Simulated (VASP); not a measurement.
**EuS: single point with PBE+D3(BJ)+U**

EuS:

```
Eu S
1.0
     0.00000    2.97587    2.97587
     2.97587    0.00000    2.97587
     2.97587    2.97587    0.00000
Eu S
1 1
Direct
  0.50000 0.50000 0.50000
  0.00000 0.00000 0.00000
```

```json
{"Program": "VASP 6.6.1", "Task": "single point", "Functional": "PBE", "Dispersion": "D3(BJ)", "Potentials or basis": "VASP PAW PBE potentials, release 64 (Eu, S)", "Cutoff": "600 eV", "k mesh": "8 × 8 × 8", "Occupations": "gaussian, width 0.05 eV", "Spin": "collinear spin, ferromagnetic start", "Starting moments": "[7.55, -0.07] μB", "Hubbard terms": "Eu f U = 6.0 eV", "Dipole correction": "no", "Further INCAR settings": "ALGO = Normal; EDIFF = 1e-06; NBANDS = 22"}
```

The pressure is -0.9 GPa. The band gap on the k mesh is 0.41 eV (least direct gap 0.68 eV) and the net moment is 7.00 μB per cell. The site moments are Eu +6.72; S -0.06 μB and the valence electrons inside the program's atomic spheres are Eu 14.89; S 3.77. The dispersion energy per atom is -0.331 eV.

Levels at points of the mesh, in eV from the valence-band top:
Spin up:
```csv
k point,band 12,band 13,band 14,band 15,band 16,band 17,band 18,band 19
"(0.00, 0.00, 0.00)",-0.57,0.00,0.00,0.00,2.05,2.34,2.34,2.34
"(0.50, 0.00, 0.00)",-0.60,-0.60,-0.58,-0.57,4.10,4.53,5.01,5.01
"(0.50, 0.50, 0.00)",-0.62,-0.60,-0.27,-0.27,0.41,4.40,4.47,5.86
```
Spin down:
| k point | band 6 | band 7 | band 8 | band 9 | band 10 | band 11 |
| --- | --- | --- | --- | --- | --- | --- |
| (0.00, 0.00, 0.00) | -1.50 | -1.50 | -1.50 | 2.49 | 2.99 | 2.99 |
| (0.50, 0.00, 0.00) | -4.09 | -2.69 | -2.69 | 4.25 | 5.22 | 5.99 |
| (0.50, 0.50, 0.00) | -2.66 | -1.86 | -1.86 | 0.93 | 5.08 | 5.24 |

Eigenvalues of the final occupation matrices:
```
    site  spin  trace                         eigenvalues
site 1 f     1   6.83  0.97 0.97 0.97 0.98 0.98 0.98 0.98
site 1 f     2   0.01  0.00 0.00 0.00 0.00 0.00 0.00 0.00
```

It took 2.3 min on 1 thread of Intel(R) Xeon(R) Platinum 8124M CPU @ 3.00GHz (Skylake/Cascade Lake) (shared host), peak memory 0.3 GiB.

Caveat: three body term missing; spin-orbit coupling is left out, which moves the levels of the heavy elements; a cell with one magnetic atom can't hold antiferromagnetic order, which such compounds often take. The state reached can hang on the start; a lower one may exist.
